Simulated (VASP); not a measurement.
Crystal: SnTe.

```xyz
2
Lattice="0.0000 3.1509 3.1509 3.1509 0.0000 3.1509 3.1509 3.1509 0.0000" Properties=species:S:1:pos:R:3 pbc="T T T"
Sn    0.0000    0.0000    0.0000
Te    3.1509    3.1509    3.1509
```

* Program: VASP 6.6.1
* Task: relaxation of cell and atoms
* Functional: LDA
* Potentials or basis: VASP PAW LDA potentials, release 64 (Sn_d, Te)
* Cutoff: 500 eV
* k mesh: 5 × 5 × 5
* Occupations: gaussian, width 0.01 eV
* Spin: no spin polarisation

At the start: pressure -1.5 GPa; volume 31.28 Å³/atom.

Task: How do energy, volume and symmetry change on relaxing?

Result: Over 3 steps the energy falls by 4.9 meV/atom and the volume is 30.27 Å³/atom (-3.2 %); space group Fm-3m (No. 225, to 0.05 Å).

The path:
```csv
step,energy change (eV),largest force (eV/Å),pressure (GPa),volume (Å³)
1,0.0000,0.0000,-1.53,62.56
2,-0.0087,0.0000,0.54,59.90
3,-0.0098,0.0000,0.00,60.55
```

Final structure:
```yaml
crystal:
  lattice:
    - [0.00000, 3.11666, 3.11666]
    - [3.11666, 0.00000, 3.11666]
    - [3.11666, 3.11666, 0.00000]
  atoms:
    - { symbol: Sn, position: [0.00000, 0.00000, 0.00000] }
    - { symbol: Te, position: [0.50000, 0.50000, 0.50000] }
```
